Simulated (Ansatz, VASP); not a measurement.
One calculation of Ti, two programs

```
Ti
1.0
     0.00000    2.02789    2.02789
     2.02789    0.00000    2.02789
     2.02789    2.02789    0.00000
Ti
1
Direct
  0.00000 0.00000 0.00000
```

Alike in both runs: functional PBEsol; k mesh 18 × 18 × 18; occupations gaussian, width 0.1 eV; no spin polarisation.

Ansatz relaxed the structure, and its values are those at the end. VASP's run is a single point on that final structure, the one shown.

|  | VASP | Ansatz |
| --- | --- | --- |
| version | VASP 6.6.1 | Ansatz 0.2.0 |
| potentials or method | VASP PAW PBE potentials, release 64 (Ti_sv), cutoff 520 eV | scalar-relativistic, plane waves, PAW |
| valence electrons in the cell | 12 | 12 |

|  | VASP | Ansatz | Ansatz less VASP |
| --- | --- | --- | --- |
| gap on the k mesh at the Fermi level (eV) | none | none | - |
| pressure (GPa) | -0.3 | 0.0 | +0.27 |

VASP's potentials were made for PBE, not for PBEsol. A gap of «none» marks a metal or a gap that the smearing closes. With one functional, cell and mesh, what is left measures potentials, basis and numerics.
